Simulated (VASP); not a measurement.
# Ti (P6_3/mmc) in VASP: further runs

The runs below take Ti through single point, with PBEsol.

Everything below comes from runs of VASP 6.6.1. Logs are shortened: lines on timing, memory, paths and dates and some standing lists are left out, and cuts for length are marked.

### 1 The cell of the first run

Symmetry: P6_3/mmc, No. 194, hexagonal system. Conventional cell: a = 2.994 Å, b = 2.994 Å, c = 4.686 Å, α = 90.00°, β = 90.00°, γ = 120.00°. Ti (site symmetry -6m2) has 12 Ti at 2.91 to 2.99 Å within 3.8 Å.

### 2 Single point, PBEsol (strain +0.015 along x and y, +0.000 along z)

Input file INCAR:

```
PREC = Accurate ; ENCUT = 520
EDIFF = 1E-6 ; ISMEAR = 0
SIGMA = 0.15 ; LREAL = F
LASPH = T ; NELM = 60
ALGO = Fast ; ISIF = 2
LWAVE = F ; LCHARG = F
GGA = PS ; NBANDS = 19
```

Input file KPOINTS:

```
Automatic mesh
0
Gamma
  18 18 10
```

Input file POSCAR:

```
Ti
1.0
    2.9942478283      0.0000000000      0.0000000000
   -1.4971239141      2.5930946845      0.0000000000
    0.0000000000      0.0000000000      4.6860000000
Ti
2
Direct
    0.3333333333      0.6666666667      0.2500000000
    0.6666666667      0.3333333333      0.7500000000
```

Potentials or basis: VASP PAW PBE potentials, release 64 (Ti_sv).

On the command line:

```
cat potpaw_PBE.64/Ti_sv/POTCAR > POTCAR
mpirun -np 1 vasp_std > vasp.out
```

OUTCAR:

```text
PREC = Accurate
   ENCUT = 520
   EDIFF = 1E-6
   ISMEAR = 0
   LREAL = F
   LASPH = T
   NELM = 60
   ISIF = 2
   GGA = PS

 ion  position               nearest neighbor table
   1  0.333  0.667  0.250-   2 2.91   2 2.91   2 2.91   2 2.91   2 2.91   2 2.91
   2  0.667  0.333  0.750-   1 2.91   1 2.91   1 2.91   1 2.91   1 2.91   1 2.91

  LATTYP: Found a hexagonal cell.
 ALAT       =     2.9942478283
 C/A-ratio  =     1.5650007176

  Lattice vectors:

 A1 = (   2.9942478283,   0.0000000000,   0.0000000000)
 A2 = (  -1.4971239141,   2.5930946845,   0.0000000000)
 A3 = (   0.0000000000,   0.0000000000,   4.6860000000)

Analysis of symmetry for initial positions (statically):
=====================================================================
 Subroutine PRICEL returns:
 Original cell was already a primitive cell.

 Routine SETGRP: Setting up the symmetry group for a
 hexagonal supercell.

 Subroutine GETGRP returns: Found 24 space group operations
 (whereof 12 operations were pure point group operations)
 out of a pool of 24 trial point group operations.

The static configuration has the point symmetry D_3d.
 The point group associated with its full space group is D_6h.

Analysis of symmetry for dynamics (positions and initial velocities):
=====================================================================
 Subroutine PRICEL returns:
 Original cell was already a primitive cell.

 Routine SETGRP: Setting up the symmetry group for a
 hexagonal supercell.

 Subroutine GETGRP returns: Found 24 space group operations
 (whereof 12 operations were pure point group operations)
 out of a pool of 24 trial point group operations.

The dynamic configuration has the point symmetry D_3d.
 The point group associated with its full space group is D_6h.

 Subroutine INISYM returns: Found 24 space group operations
 (whereof 12 operations are pure point group operations),
 and found     1 'primitive' translations

----------------------------------------------------------------------------------------

                                     Primitive cell

  volume of cell :      36.3838

  direct lattice vectors                    reciprocal lattice vectors
     2.994247828  0.000000000  0.000000000     0.333973691  0.192819801  0.000000000
    -1.497123914  2.593094685  0.000000000     0.000000000  0.385639601  0.000000000
     0.000000000  0.000000000  4.686000000     0.000000000  0.000000000  0.213401622

  length of vectors
     2.994247828  2.994247828  4.686000000     0.385639601  0.385639601  0.213401622

  position of ions in fractional coordinates (direct lattice)
     0.333333333  0.666666667  0.250000000
     0.666666667  0.333333333  0.750000000

  ion indices of the primitive-cell ions
   primitive index   ion index
                 1           1
                 2           2

----------------------------------------------------------------------------------------

 KPOINTS: Automatic mesh

Automatic generation of k-mesh.
 Grid dimensions read from file:
 generate k-points for:   18   18   10

 Generating k-lattice:

  Cartesian coordinates                     Fractional coordinates (reciprocal lattice)
     0.018554094  0.010712211  0.000000000     0.055555556 -0.000000000  0.000000000
     0.000000000  0.021424422  0.000000000     0.000000000  0.055555556  0.000000000
     0.000000000  0.000000000  0.021340162     0.000000000  0.000000000  0.100000000

  Length of vectors
     0.021424422  0.021424422  0.021340162

  Shift w.r.t. Gamma in fractional coordinates (k-lattice)
     0.000000000  0.000000000  0.000000000

 Subroutine IBZKPT returns following result:
 ===========================================

 Found    222 irreducible k-points:

 Following reciprocal coordinates:
            Coordinates               Weight
  0.000000  0.000000  0.000000      1.000000
  0.055556  0.000000  0.000000      6.000000
  0.111111  0.000000  0.000000      6.000000
  0.166667  0.000000  0.000000      6.000000
  0.222222  0.000000  0.000000      6.000000
  0.277778  0.000000  0.000000      6.000000
[... 16 lines left out ...]
  0.333333  0.111111  0.000000     12.000000
  0.388889  0.111111  0.000000     12.000000
 [... further k-points ...]
   k-points           NKPTS =    222   k-points in BZ     NKDIM =    222   number of bands    NBANDS=     19
   number of dos      NEDOS =    301   number of ions     NIONS =      2
   total plane-waves  NPLWV =  20736
   dimension x,y,z NGX =    24 NGY =   24 NGZ =   36
   dimension x,y,z NGXF=    48 NGYF=   48 NGZF=   72
   ions per type =               2
   NGX,Y,Z   is equivalent  to a cutoff of  13.33, 13.33, 12.77 a.u.
   NGXF,Y,Z  is equivalent  to a cutoff of  26.65, 26.65, 25.54 a.u.
 SYSTEM =  unknown system
   PREC   = accura    normal or accurate (medium, high low for compatibility)
   ISTART =      0    job   : 0-new  1-cont  2-samecut
   ICHARG =      2    charge: 1-file 2-atom 10-const
   ISPIN  =      1    spin polarized calculation?
   LNONCOLLINEAR =      F non collinear calculations
   LSORBIT =      F    spin-orbit coupling
   LASPH  =      T    aspherical Exc in radial PAW
   ENCUT  =  520.0 eV  38.22 Ry    6.18 a.u.   5.57  5.57  8.71*2*pi/ulx,y,z
   NELM   =     60;   NELMIN=  2; NELMDL= -5     # of ELM steps
   EDIFF  = 0.1E-05   stopping-criterion for ELM
   LREAL  =      F    real-space projection
[... 7 lines left out ...]
   TEBEG  =    0.0;   TEEND  =   0.0 temperature during run
   PSTRESS=    0.0 pullay stress
   NELECT =      24.0000    total number of electrons
   NUPDOWN=      -1.0000    fix difference up-down
   EMIN   =  10.00;   EMAX   =-10.00  energy-range for DOS
   EFERMI =   0.00;   METHOD = LEGACY
   ISMEAR =     0;   SIGMA  =   0.15  broadening in eV -4-tet -1-fermi 0-gaus
   EFERMI_NEDOS =   21; number of points for ismear=-14 and -15
   IALGO  =     68    algorithm
   IMIX   =      4    mixing-type and parameters
     AMIX     =   0.40;   BMIX     =  1.00
     AMIX_MAG =   1.60;   BMIX_MAG =  1.00
  volume/ion in A,a.u.               =      18.19       122.77
  Fermi-wavevector in a.u.,A,eV,Ry     =   1.425090  2.693031 27.631840  2.030883
  Thomas-Fermi vector in A             =   2.545512
   LORBIT       =      0    0 simple, 1 ext, 2 COOP (PROOUT), +10 PAW based schemes
   GGA     = PS    functional components
   LHFCALC =     F    Hartree Fock is set to
   AEXX    =    0.0000 exact exchange contribution
   IVDW    =     0    specifies the selected vdW correction
   LEPSILON=     F    determine dielectric tensor
   LRPA    =     F    only Hartree local field effects (RPA)
 non-spin polarized calculation
 RMM-DIIS sequential band-by-band and
 Gauss-broadening in eV      SIGMA  =   0.15
  energy-cutoff  :      520.00
  volume of cell :       36.38
 maximum number of plane-waves:      1014
 NGX is ok and might be reduce to    24
   NGX = 11   NGY = 11   NGZ = 17

 number of electron      24.0000007 magnetization

 Free energy of the ion-electron system (eV)
  ---------------------------------------------------
  ext. energy  EPLUGINS =         0.00000000
  ---------------------------------------------------
  free energy    TOTEN  =       -16.60267049 eV

  energy without entropy =      -16.57786644  energy(sigma->0) =      -16.59026846

 E-fermi :   7.7305     XC(G=0): -11.4151

 val. band max:        7.7266706173   @ k =   0.3333   0.1667   0.4000
 cond. band min:       7.7306491370   @ k =   0.1667   0.0000   0.4000
 fundamental gap:      0.0039785197
 Fermi energy:         7.7305257072

 k-point     1 :       0.0000    0.0000    0.0000
  band No.  band energies     occupation
      1     -48.9811      2.00000
      2     -48.8604      2.00000
      3     -25.6315      2.00000
      4     -25.0659      2.00000
      5     -25.0659      2.00000
      6     -24.9984      2.00000
[... 11 lines left out ...]
     18       9.2087      0.00000
     19      10.7077      0.00000

 k-point     2 :       0.0556    0.0000    0.0000
  band No.  band energies     occupation
      1     -48.9786      2.00000
      2     -48.8595      2.00000
      3     -25.6256      2.00000
      4     -25.0775      2.00000
      5     -25.0699      2.00000
      6     -25.0011      2.00000
[... 11 lines left out ...]
     18       9.1626      0.00000
     19      10.7339      0.00000

 k-point     3 :       0.1111    0.0000    0.0000
  band No.  band energies     occupation
      1     -48.9713      2.00000
      2     -48.8570      2.00000
      3     -25.6081      2.00000
      4     -25.1112      2.00000
      5     -25.0814      2.00000
      6     -25.0185      2.00000
[... 11 lines left out ...]
     18       9.1463      0.00000
     19      10.7981      0.00000

 k-point     4 :       0.1667    0.0000    0.0000
  band No.  band energies     occupation
      1     -48.9598      2.00000
      2     -48.8533      2.00000
      3     -25.5803      2.00000
      4     -25.1630      2.00000
      5     -25.0985      2.00000
      6     -25.0711      2.00000
[... 11 lines left out ...]
     18       9.3816      0.00000
     19      10.8783      0.00000

 k-point     5 :       0.2222    0.0000    0.0000
  band No.  band energies     occupation
      1     -48.9452      2.00000
      2     -48.8493      2.00000
      3     -25.5438      2.00000
      4     -25.2270      2.00000
      5     -25.1341      2.00000
      6     -25.1188      2.00000
[... 11 lines left out ...]
     18       9.6857      0.00000
     19      10.9553      0.00000

 k-point     6 :       0.2778    0.0000    0.0000
  band No.  band energies     occupation
      1     -48.9290      2.00000
      2     -48.8456      2.00000
      3     -25.5012      2.00000
      4     -25.2958      2.00000
      5     -25.1995      2.00000
      6     -25.1399      2.00000
[... 11 lines left out ...]
     18      10.0325      0.00000
     19      11.0194      0.00000

 k-point     7 :       0.3333    0.0000    0.0000
  band No.  band energies     occupation
      1     -48.9127      2.00000
      2     -48.8433      2.00000
      3     -25.4557      2.00000
      4     -25.3607      2.00000
      5     -25.2596      2.00000
      6     -25.1592      2.00000
[... 11 lines left out ...]
     18      10.3900      0.00000
     19      11.0675      0.00000

 k-point     8 :       0.3889    0.0000    0.0000
  band No.  band energies     occupation
      1     -48.8981      2.00000
      2     -48.8426      2.00000
      3     -25.4138      2.00000
      4     -25.4119      2.00000
      5     -25.3077      2.00000
      6     -25.1748      2.00000
[... 256 lines left out ...]
 k-point    20 :       0.1667    0.1111    0.0000
  band No.  band energies     occupation
      1     -48.9394      2.00000
      2     -48.8478      2.00000
      3     -25.5288      2.00000
      4     -25.2303      2.00000
      5     -25.1925      2.00000
      6     -25.0996      2.00000
[... 11 lines left out ...]
     18       9.9507      0.00000
     19      10.9364      0.00000

 k-point    21 :       0.2222    0.1111    0.0000
  band No.  band energies     occupation
      1     -48.9238      2.00000
      2     -48.8447      2.00000
      3     -25.4872      2.00000
      4     -25.2926      2.00000
      5     -25.2380      2.00000
      6     -25.1326      2.00000
[... 11 lines left out ...]
     18      10.3495      0.00000
     19      10.9794      0.00000

 k-point    22 :       0.2778    0.1111    0.0000
  band No.  band energies     occupation
      1     -48.9081      2.00000
      2     -48.8428      2.00000
      3     -25.4426      2.00000
      4     -25.3534      2.00000
      5     -25.2775      2.00000
      6     -25.1643      2.00000
[... 11 lines left out ...]
     18      10.7803      0.00000
     19      11.0130      0.00000

 k-point    23 :       0.3333    0.1111    0.0000
  band No.  band energies     occupation
      1     -48.8940      2.00000
      2     -48.8427      2.00000
      3     -25.4033      2.00000
      4     -25.3991      2.00000
      5     -25.3091      2.00000
      6     -25.1900      2.00000
[... 11 lines left out ...]
     18      11.0360      0.00000
     19      11.2285      0.00000

 k-point    24 :       0.3889    0.1111    0.0000
  band No.  band energies     occupation
      1     -48.8834      2.00000
      2     -48.8438      2.00000
      3     -25.4359      2.00000
      4     -25.3640      2.00000
      5     -25.3297      2.00000
      6     -25.2066      2.00000
[... 11 lines left out ...]
     18      11.0491      0.00000
     19      11.6864      0.00000

 [... further k-points ...]

------------------------ aborting loop because EDIFF is reached ----------------------------------------

  FORCE on cell =-STRESS in cart. coord.  units (eV):
  Direction    XX          YY          ZZ          XY          YZ          ZX
  --------------------------------------------------------------------------------------
  -------------------------------------------------------------------------------------
  Total       -2.1085840     -2.1085840     -1.9102943     -0.0000000      0.0000000      0.0000000
  in kB      -92.8523906    -92.8523906    -84.1206188     -0.0000000      0.0000000      0.0000000
  external PRESSURE =     -89.9418000 kB  Pullay stress =       0.0000000 kB

 VOLUME and BASIS-vectors are now :
 -----------------------------------------------------------------------------
  energy-cutoff  :      520.00
  volume of cell :       36.38
      direct lattice vectors                 reciprocal lattice vectors
     2.994247828  0.000000000  0.000000000     0.333973691  0.192819801  0.000000000
    -1.497123914  2.593094685  0.000000000     0.000000000  0.385639601  0.000000000
     0.000000000  0.000000000  4.686000000     0.000000000  0.000000000  0.213401622

 POSITION                                       TOTAL-FORCE (eV/Angst)
 -----------------------------------------------------------------------------------
     -0.00000      1.72873      1.17150        -0.000000      0.000000      0.000000
      1.49712      0.86436      3.51450         0.000000      0.000000      0.000000
 -----------------------------------------------------------------------------------
    total drift:                                0.000000     -0.000000      0.000000

  FREE ENERGIE OF THE ION-ELECTRON SYSTEM (eV)
  ---------------------------------------------------
  free  energy   TOTEN  =       -16.6026704886 eV

  energy  without entropy=      -16.5778664407  energy(sigma->0) =      -16.59026846
```

Wall time 8.3 min (1 thread of AMD EPYC 7R43 (Zen 3), shared host); peak memory 0.21 GiB.

Results:

```yaml
Free_energy: -16.6027 eV
Pressure: -9.0 GPa
Band_gap_on_the_k_mesh: zero (bands 12 and 13 overlap by 1.05 eV)
```

Levels at points of the mesh, in eV from the Fermi level:
| k point | band 10 | band 11 | band 12 | band 13 | band 14 | band 15 |
| --- | --- | --- | --- | --- | --- | --- |
| (0.00, 0.00, 0.00) | -2.57 | 0.73 | 0.73 | 0.77 | 0.92 | 1.22 |
| (0.50, 0.00, 0.00) | -2.04 | -1.72 | -0.70 | 0.40 | 0.62 | 1.16 |
| (0.00, 0.00, 0.50) | -4.27 | 0.13 | 0.13 | 0.62 | 0.62 | 0.62 |
| (0.50, 0.00, 0.50) | -2.43 | -0.74 | -0.74 | 1.21 | 1.21 | 1.60 |

Caveat: the cell differs from its parent crystal (strain +0.015 along x and y, +0.000 along z); the cell stands under tension; the PAW data sets were made with another functional, which shifts forces and pressure a little.

[end of part 1 of 2]
